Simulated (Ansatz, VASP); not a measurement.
**Mg3Zn5O8 in VASP and in Ansatz**

```
Mg Zn O
1.0
     0.00000    0.00000   -5.20046
     3.24603    5.62229    0.00000
     3.24603   -5.62229    0.00000
Mg Zn O
3 5 8
Direct
  0.50000 0.16667 0.33333
  0.50000 0.16667 0.83333
  0.00000 0.33333 0.66667
  0.50000 0.66667 0.33333
  0.50000 0.66667 0.83333
  0.00000 0.33333 0.16667
  0.00000 0.83333 0.66667
  0.00000 0.83333 0.16667
  0.62099 0.33333 0.66667
  0.62099 0.33333 0.16667
  0.62099 0.83333 0.66667
  0.62099 0.83333 0.16667
  0.12099 0.16667 0.33333
  0.12099 0.16667 0.83333
  0.12099 0.66667 0.33333
  0.12099 0.66667 0.83333
```

Alike in both runs: task single point; functional PBEsol; k mesh 4 × 3 × 3; occupations gaussian, width 0.1 eV; no spin polarisation.

|  | VASP | Ansatz |
| --- | --- | --- |
| version | VASP 6.6.1 | Ansatz 0.2.0 |
| potentials or method | VASP PAW PBE potentials, release 64 (Mg, Zn, O), cutoff 520 eV | scalar-relativistic, plane waves, PAW |
| valence electrons in the cell | 114 | 138 |

```csv
,VASP,Ansatz,Ansatz less VASP
gap on the k mesh at the Fermi level (eV),1.50,1.51,+0.010
least direct gap on the mesh (eV),1.50,1.51,+0.010
pressure (GPa),0.0,-0.5,-0.51
rms of the force components (eV/Å),0.091,0.081,-0.0104
```

VASP's potentials were made for PBE, not for PBEsol. VASP's potentials hold 114 valence electrons a cell and Ansatz's 138, so a difference there can come from the potentials and not from the codes.
